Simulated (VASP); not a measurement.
Set up this calculation in VASP 6.6.1, as the native input.

| Property | Result |
| --- | --- |
| Task | single point |
| Functional | PBE |
| Potentials or basis | VASP PAW PBE potentials, release 64 (S) |
| Cutoff | 520 eV |
| k mesh | 10 × 10 × 7 |
| Occupations | fermi-dirac, width 0.1 eV |
| Spin | no spin polarisation |
| Dipole correction | no |
| k mesh for the DOS | 15 × 15 × 11 |
| Occupations for the DOS | tetrahedron |
| Further INCAR settings | ALGO = Normal; EDIFF = 1e-07 |

Crystal: S.

```xyz
3
Lattice="3.8503 0.0000 0.0000 -1.9251 3.3345 0.0000 0.0000 0.0000 5.1210" Properties=species:S:1:pos:R:3 pbc="T T T"
S     1.0357    0.0000    1.7068
S    -0.5179    0.8970    3.4138
S     1.4073    2.4375    5.1209
```

These files were run (other wordings do the same):

POSCAR

```
S
1.0
    3.8502920000      0.0000000000      0.0000000000
   -1.9251460000      3.3344530000      0.0000000000
    0.0000000000      0.0000000000      5.1210440000
S
3
Direct
    0.2690000000      0.0000000000      0.3333000000
    0.0000000000      0.2690000000      0.6666300000
    0.7310000000      0.7310000000      0.9999700000
```

INCAR.step1

```
ALGO = Normal ; EDIFF = 1E-7
ENCUT = 520 ; GGA = PE
ISIF = 2 ; ISMEAR = -1
LASPH = True ; LCHARG = True
LREAL = False ; LWAVE = False
NBANDS = 16 ; NELM = 80
PREC = Accurate ; SIGMA = 0.1
```

KPOINTS.step1

```
k-points
0
Gamma
  10 10 7
```

INCAR.step2

```
ALGO = Normal ; EDIFF = 1E-7
ENCUT = 520 ; GGA = PE
ICHARG = 11 ; ISIF = 2
ISMEAR = -5 ; LASPH = True
LCHARG = False ; LORBIT = 11
LREAL = False ; LWAVE = False
NEDOS = 2001 ; NELM = 80
PREC = Accurate ; SIGMA = 0.1
```

KPOINTS.step2

```
k-points
0
Gamma
  15 15 11
```

Potentials or basis: VASP PAW PBE potentials, release 64 (S).

Command:

```sh
$ cat potpaw_PBE.64/S/POTCAR > POTCAR
$ cp INCAR.step1 INCAR
$ cp KPOINTS.step1 KPOINTS
$ mpirun -np 1 vasp_std > vasp.out
$ cp INCAR.step2 INCAR
$ cp KPOINTS.step2 KPOINTS
$ mpirun -np 1 vasp_std > vasp.out
```

Results of the run:

The valence electrons inside the program's atomic spheres are S 3.47.

It took 6.6 min on 1 thread of Intel(R) Xeon(R) Platinum 8259CL CPU @ 2.50GHz (Skylake/Cascade Lake), on a shared host, peak memory 0.5 GiB.
